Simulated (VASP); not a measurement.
Set up this calculation in VASP 6.6.1, as the native input.

- Task: single point
- Functional: PBEsol
- Potentials or basis: VASP PAW PBE potentials, release 64 (Ti_sv, O)
- Cutoff: 520 eV
- k mesh: 8 × 8 × 14
- Occupations: gaussian, width 0.15 eV
- Spin: no spin polarisation
- Dipole correction: no
- Further INCAR settings: ALGO = Normal; EDIFF = 1e-06; NBANDS = 39

The structure of Ti3O4 lies in POSCAR:

```
Ti3O4
1.0
    2.9128162286     -4.0303540220      0.0000000000
    2.9128162286      4.0303540220      0.0000000000
    0.0000000000      0.0000000000      2.9690273773
Ti O
3 4
Direct
    0.0000000000      0.0000000000      0.5000000000
    0.4093524811      0.0000000000     -0.0906475189
    0.0000000000      0.5000000000      0.0000000000
    0.7627833111      0.7627833111      0.0000000000
    0.2588765548      0.7411234452      0.5000000000
    0.2372166889      0.2372166889      0.0000000000
    0.7411234452      0.2588765548      0.5000000000
```

This cell differs from its parent crystal: atom 2 (Ti) moved +0.525 Å towards its neighbour atom 1 (Ti) at 2.896 Å.

The input as run:

INCAR

```
SYSTEM = Ti3O4
PREC     = Accurate       ! precision mode
ENCUT    = 520            ! plane-wave cutoff, eV
EDIFF    = 1E-6           ! SCF threshold, eV
ISMEAR   = 0              ! smearing method
SIGMA    = 0.15           ! smearing width, eV
LREAL    = .FALSE.        ! projectors in reciprocal space
LASPH    = .TRUE.         ! aspherical terms in the spheres
NELM     = 60             ! most SCF steps
ALGO     = Normal         ! electronic algorithm
ISIF     = 2              ! what is computed and relaxed
LWAVE    = .FALSE.        ! write WAVECAR
LCHARG   = .FALSE.        ! write CHGCAR
GGA      = PS             ! functional
NBANDS   = 39             ! bands
```

KPOINTS

```
Automatic mesh
0
G
  8 8 14
  0 0 0
```

Potentials or basis: VASP PAW PBE potentials, release 64 (Ti_sv, O).

Command:

```bash
$ cat potpaw_PBE.64/Ti_sv/POTCAR potpaw_PBE.64/O/POTCAR > POTCAR
$ mpirun -np 1 vasp_std > vasp.out
```

It gave:

| Item | Value |
| --- | --- |
| Pressure | 17.3 GPa |
| Largest force | 10.300 eV/Å |
| Band gap on the k mesh | zero (bands 30 and 31 overlap by 0.61 eV) |

Caveat: the cell differs from its parent crystal (atom 2 (Ti) moved +0.525 Å towards its neighbour atom 1 (Ti) at 2.896 Å); the cell stands under pressure; the PAW data sets were made with another functional, which shifts forces and pressure a little; semilocal functionals often make such compounds metallic where correlation or magnetic order opens a gap, which also shifts bond lengths.

It took 9.6 min on 1 thread of Intel(R) Xeon(R) 6975P-C (Granite Rapids), on a shared host, peak memory 0.9 GiB.
